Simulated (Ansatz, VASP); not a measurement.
**One calculation of InP, two programs**

```
CELL_PARAMETERS angstrom
0.00000 2.93050 2.93050
2.93050 0.00000 2.93050
2.93050 2.93050 0.00000
ATOMIC_POSITIONS crystal
In 0.00000 0.00000 0.00000
P 0.75000 0.75000 0.75000
```

Alike in both runs: task electric field gradients; functional PBE; k mesh 3 × 3 × 3; occupations fermi-dirac, width 0.03 eV; no spin polarisation.

|  | VASP | Ansatz |
| --- | --- | --- |
| version | VASP 6.6.1 | Ansatz 0.2.0 |
| potentials or method | VASP PAW PBE potentials, release 64 (In_d, P) | PAW with Ansatz's default frozen-core files, scalar-relativistic |
| plane-wave cutoff (eV) | 520 | 420 |
| valence electrons in the cell | 18 | 18 |

```csv
,VASP,Ansatz,Ansatz less VASP
pressure (GPa),4.1,4.2,+0.05
```

With one functional, cell and mesh, what is left measures potentials, basis and numerics.

The k mesh is coarse, so the values compare programs but aren't converged.
